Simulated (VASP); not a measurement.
# Ga (Im-3m) in VASP: further runs, part 2 of 2

VASP 6.6.1.

## 4. Single point, PBEsol (volume scaled by 0.75)

INCAR

```
ALGO = Normal ; EDIFF = 1E-7
ENCUT = 520 ; GGA = PS
ISIF = 2 ; ISMEAR = -1
LASPH = T ; LCHARG = F
LREAL = F ; LWAVE = F
NBANDS = 12 ; NELM = 80
PREC = Accurate ; SIGMA = 0.05
```

KPOINTS

```
k-points
0
Gamma
  16 16 16
```

POSCAR

```
Ga
1.0
   -1.4997317855      1.4997317855      1.4997317855
    1.4997317855     -1.4997317855      1.4997317855
    1.4997317855      1.4997317855     -1.4997317855
Ga
1
Direct
    0.0000000000      0.0000000000      0.0000000000
```

Potentials or basis: VASP PAW PBE potentials, release 64 (Ga_d).

Launch:

```console
cat potpaw_PBE.64/Ga_d/POTCAR > POTCAR
mpirun -np 1 vasp_std > vasp.out
```

OUTCAR:

```text
EDIFF = 1E-7
   ENCUT = 520
   GGA = PS
   ISIF = 2
   ISMEAR = -1
   LASPH = T
   LREAL = F
   NELM = 80
   PREC = Accurate

 ion  position               nearest neighbor table
   1  0.000  0.000  0.000-

  LATTYP: Found a body centered cubic cell.
 ALAT       =     2.9994635710

  Lattice vectors:

 A1 = (  -1.4997317855,   1.4997317855,   1.4997317855)
 A2 = (   1.4997317855,  -1.4997317855,   1.4997317855)
 A3 = (   1.4997317855,   1.4997317855,  -1.4997317855)

Analysis of symmetry for initial positions (statically):
=====================================================================
 Subroutine PRICEL returns:
 Original cell was already a primitive cell.

 Routine SETGRP: Setting up the symmetry group for a
 body centered cubic supercell.

 Subroutine GETGRP returns: Found 48 space group operations
 (whereof 48 operations were pure point group operations)
 out of a pool of 48 trial point group operations.

The static configuration has the point symmetry O_h .

Analysis of symmetry for dynamics (positions and initial velocities):
=====================================================================
 Subroutine PRICEL returns:
 Original cell was already a primitive cell.

 Routine SETGRP: Setting up the symmetry group for a
 body centered cubic supercell.

 Subroutine GETGRP returns: Found 48 space group operations
 (whereof 48 operations were pure point group operations)
 out of a pool of 48 trial point group operations.

The dynamic configuration has the point symmetry O_h .

 Subroutine INISYM returns: Found 48 space group operations
 (whereof 48 operations are pure point group operations),
 and found     1 'primitive' translations

----------------------------------------------------------------------------------------

                                     Primitive cell

  volume of cell :      13.4928

[... 105 lines left out ...]
     AMIX     =   0.40;   BMIX     =  1.00
     AMIX_MAG =   1.60;   BMIX_MAG =  1.00
  volume/ion in A,a.u.               =      13.49        91.05
  Fermi-wavevector in a.u.,A,eV,Ry     =   1.616922  3.055539 35.571564  2.614436
  Thomas-Fermi vector in A             =   2.711430
   LORBIT       =      0    0 simple, 1 ext, 2 COOP (PROOUT), +10 PAW based schemes
   GGA     = PS    functional components
   LHFCALC =     F    Hartree Fock is set to
   AEXX    =    0.0000 exact exchange contribution
   IVDW    =     0    specifies the selected vdW correction
   LEPSILON=     F    determine dielectric tensor
   LRPA    =     F    only Hartree local field effects (RPA)
 non-spin polarized calculation
  energy-cutoff  :      520.00
  volume of cell :       13.49
 maximum number of plane-waves:       378
   NGX =  9   NGY =  9   NGZ =  9

 number of electron      13.0000003 magnetization

 Free energy of the ion-electron system (eV)
  ---------------------------------------------------
  ext. energy  EPLUGINS =         0.00000000
  ---------------------------------------------------
  free energy    TOTEN  =        -2.94786301 eV

  energy without entropy =       -2.94484914  energy(sigma->0) =       -2.94635607

 E-fermi :   9.1555     XC(G=0): -12.9520

 val. band max:        9.0653739111   @ k =   0.2500   0.2500   0.1250
 cond. band min:       9.1830246298   @ k =   0.3125   0.0625   0.0625
 fundamental gap:      0.1176507186
 Fermi energy:         9.1554667253

 k-point     1 :       0.0000    0.0000    0.0000
  band No.  band energies     occupation
      1      -6.3346      2.00000
      2      -6.3346      2.00000
      3      -6.3346      2.00000
      4      -5.9299      2.00000
      5      -5.9299      2.00000
      6      -4.9650      2.00000
      7      26.3907      0.00000
      8      26.3907      0.00000
      9      26.3907      0.00000
     10      29.0506      0.00000
     11      29.0506      0.00000
     12      29.0506      0.00000
[... 331 lines left out ...]
 k-point    24 :       0.2500    0.1875    0.0000
  band No.  band energies     occupation
      1      -6.4924      2.00000
      2      -6.3696      2.00000
      3      -6.0109      2.00000
      4      -5.9919      2.00000
      5      -5.8578      2.00000
      6       0.2544      2.00000
      7      11.1296      0.00000
      8      13.2487      0.00000
      9      19.1958      0.00000
     10      26.5130      0.00000
     11      28.3606      0.00000
     12      32.4714      0.00000

 [... further k-points ...]
[... 5 lines left out ...]
  --------------------------------------------------------------------------------------
  -------------------------------------------------------------------------------------
  Total        2.8566530      2.8566530      2.8566530     -0.0000000      0.0000000      0.0000000
  in kB      339.2089453    339.2089453    339.2089453     -0.0000000      0.0000000      0.0000000
  external PRESSURE =     339.2089453 kB  Pullay stress =       0.0000000 kB

 VOLUME and BASIS-vectors are now :
 -----------------------------------------------------------------------------
  energy-cutoff  :      520.00
  volume of cell :       13.49
      direct lattice vectors                 reciprocal lattice vectors
    -1.499731786  1.499731786  1.499731786     0.000000000  0.333392947  0.333392947
     1.499731786 -1.499731786  1.499731786     0.333392947  0.000000000  0.333392947
     1.499731786  1.499731786 -1.499731786     0.333392947  0.333392947  0.000000000

 POSITION                                       TOTAL-FORCE (eV/Angst)
 -----------------------------------------------------------------------------------
      0.00000      0.00000      0.00000         0.000000      0.000000     -0.000000
 -----------------------------------------------------------------------------------
    total drift:                                0.000000      0.000000      0.000000

  FREE ENERGIE OF THE ION-ELECTRON SYSTEM (eV)
  ---------------------------------------------------
  free  energy   TOTEN  =        -2.9478630078 eV

  energy  without entropy=       -2.9448491381  energy(sigma->0) =       -2.94635607
```

It took 7.8 s on 1 thread of Intel Xeon 6975P-C (Granite Rapids), shared host; peak memory 0.14 GiB.

What came out:

| Property | Result |
| --- | --- |
| Free energy | -2.9479 eV |
| Pressure | 33.9 GPa |

Caveat: the PAW data sets were made with another functional, which shifts forces and pressure a little.

## 5. Single point, PBEsol (volume scaled by 0.85)

INCAR

```
ALGO     = Normal         # electronic algorithm
EDIFF    = 1E-6           # SCF threshold, eV
ENCUT    = 520            # plane-wave cutoff, eV
GGA      = PS             # functional
ISIF     = 2              # what is computed and relaxed
ISMEAR   = -1             # smearing method
LASPH    = T              # aspherical terms in the spheres
LCHARG   = T              # write CHGCAR
LELF     = T              # ELF
LREAL    = F              # projectors in reciprocal space
LVHAR    = T            
LWAVE    = F              # write WAVECAR
NBANDS   = 12             # bands
NELM     = 80             # most SCF steps
PREC     = Accurate       # precision mode
SIGMA    = 0.05           # smearing width, eV
```

KPOINTS is that of step 4.

POSCAR

```
Ga
1.0
   -1.5636257608      1.5636257608      1.5636257608
    1.5636257608     -1.5636257608      1.5636257608
    1.5636257608      1.5636257608     -1.5636257608
Ga
1
Direct
    0.0000000000      0.0000000000      0.0000000000
```

Launch:

```console
cat potpaw_PBE.64/Ga_d/POTCAR > POTCAR
mpirun -np 1 vasp_std > vasp.out
```

It took 12 s on 1 thread of Intel Xeon Platinum 8488C (Sapphire Rapids), shared host; peak memory 0.14 GiB.

It converged, with:

```yaml
Free_energy: -3.2065 eV
Pressure: 14.1 GPa
```

Levels at points of the mesh, in eV from the Fermi level:
| k point | band 2 | band 3 | band 4 | band 5 | band 6 | band 7 | band 8 | band 9 | band 10 | band 11 |
| --- | --- | --- | --- | --- | --- | --- | --- | --- | --- | --- |
| (0.00, 0.00, 0.00) | -15.18 | -15.18 | -14.87 | -14.87 | -12.85 | 15.33 | 15.33 | 15.33 | 19.08 | 19.08 |
| (0.50, 0.00, 0.00) | -15.33 | -14.89 | -14.86 | -14.68 | -4.84 | -4.60 | 8.27 | 10.25 | 12.65 | 13.76 |
| (0.50, 0.50, 0.50) | -15.39 | -14.72 | -14.72 | -14.72 | 1.63 | 1.63 | 1.63 | 3.36 | 5.99 | 5.99 |

Caveat: the PAW data sets were made with another functional, which shifts forces and pressure a little.

## 6. Single point, PBEsol (volume scaled by 0.85)

INCAR

```
SYSTEM = Ga
  PREC = Accurate
  ENCUT = 520
  EDIFF = 1E-6
  ISMEAR = -1
  SIGMA = 0.05
  LREAL = .FALSE.
  LASPH = .TRUE.
  NELM = 100
  ALGO = Normal
  ISIF = 2
  LWAVE = .FALSE.
  LCHARG = .FALSE.
  GGA = PS
  NBANDS = 12
```

KPOINTS

```
Automatic mesh
0
G
  16 16 16
  0 0 0
```

POSCAR is that of step 5.

Potentials or basis: VASP PAW PBE potentials, release 64 (Ga_d).

Launch:

```console
cat potpaw_PBE.64/Ga_d/POTCAR > POTCAR
mpirun -np 1 vasp_std > vasp.out
```

Wall time 11 s (1 thread of Intel Xeon Platinum 8488C (Sapphire Rapids), shared host); peak memory 0.14 GiB.

The run converged. Its results:

| Quantity | Value |
| --- | --- |
| Free energy | -3.2065 eV |
| Pressure | 14.1 GPa |

Levels at points of the mesh, in eV from the Fermi level:
```csv
k point,band 3,band 4,band 5,band 6,band 7,band 8,band 9,band 10
"(0.00, 0.00, 0.00)",-15.18,-14.87,-14.87,-12.85,15.33,15.33,15.33,19.08
"(0.50, 0.00, 0.00)",-14.89,-14.86,-14.68,-4.84,-4.60,8.27,10.25,12.65
"(0.50, 0.50, 0.50)",-14.72,-14.72,-14.72,1.63,1.63,1.63,3.36,5.99
```

Caveat: the PAW data sets were made with another functional, which shifts forces and pressure a little.

## 7. Summary

```tsv
cell	gap on the mesh (eV)	pressure (GPa)
a = 2.477 Å, angles 109.5°, 1 atom	none	71.8
a = 2.598 Å, angles 109.5°, 1 atom	none	33.9
a = 2.708 Å, angles 109.5°, 1 atom	none	14.1
```

Alike in all rows: task single point; level PBEsol; potentials or basis VASP PAW PBE potentials, release 64 (Ga_d); no spin polarisation; k mesh 16 × 16 × 16; cutoff (eV) 520; smearing fermi-dirac 0.05 eV.

Caveats: the PAW data sets were made with another functional, which shifts forces and pressure a little.

Absolute energies hang on the potentials; compare differences alone.
